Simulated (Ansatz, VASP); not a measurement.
# Na in VASP and in Ansatz

Contents of INCAR:

```
SYSTEM = Na
AGGAC = 1.0
AGGAX = 1.0
ALDAC = 0.0
ALDAX = 1.0
ALGO = Normal
EDIFF = 1E-6
EDIFFG = -0.01
ENCUT = 600
GGA = B5
IBRION = 2
ISIF = 3
ISMEAR = -1
LASPH = .TRUE.
LCHARG = .FALSE.
LREAL = .FALSE.
LWAVE = .FALSE.
NELM = 60
NSW = 80
PREC = Accurate
SIGMA = 0.1
```

Contents of KPOINTS:

```
k-points
0
G
  8 8 8
  0 0 0
```

POSCAR

```
Na
1.0
    0.0000000000      3.7061924832      3.7061924832
    3.7061924832      0.0000000000      3.7061924832
    3.7061924832      3.7061924832      0.0000000000
Na
2
Direct
    0.1250000000      0.1250000000      0.1250000000
    0.8750000000      0.8750000000      0.8750000000
```

Input for Ansatz:

```yaml
crystal:
  lattice:
    - [0.0, 3.7061924832, 3.7061924832]
    - [3.7061924832, 0.0, 3.7061924832]
    - [3.7061924832, 3.7061924832, 0.0]
  atoms:
    - { symbol: Na, position: [0.125, 0.125, 0.125] }
    - { symbol: Na, position: [0.875, 0.875, 0.875] }
hamiltonian:
  xc: blyp
  pseudopotentials:
    kind: paw
    azcp:
      Na: "pseudopotentials/Na.paw.azcp"
basis:
  ecutwfc: 420
  fft_grid_basis: typed
kpoints:
  mp_grid: { grid: [8, 8, 8], shift: [0, 0, 0] }
magnetization:
  spin_polarized: false
scf:
  occupations: { method: fermi_dirac, width: 0.1 }
relax:
  max_steps: 60
  f_tol: 0.01
  cell: {}
```

Alike in both runs: task relaxation of cell and atoms; functional BLYP; k mesh 8 × 8 × 8; occupations fermi-dirac, width 0.1 eV; no spin polarisation.

```csv
,VASP,Ansatz
version,VASP 6.6.1,Ansatz 0.2.0
potentials or method,"VASP PAW PBE potentials, release 64 (Na_pv), cutoff 600 eV","plane waves (420 eV) with PAW, scalar-relativistic"
valence electrons in the cell,14,18
```

Ansatz gave:

- relaxed volume (Å³/atom): 62.10
- relaxed cell length with the largest relative difference (Å): 5.600

**Question.** Estimate VASP's values.

**Answer.** Relaxed volume (Å³/atom): 63.01; relaxed cell length with the largest relative difference (Å): 5.628.

VASP's potentials were made for PBE, not for BLYP. VASP's potentials hold 14 valence electrons a cell and Ansatz's 18, so a difference there can come from the potentials and not from the codes.

Noted on VASP's run: the volume moved by over 15 % at a fixed basis, so the end points are rough.
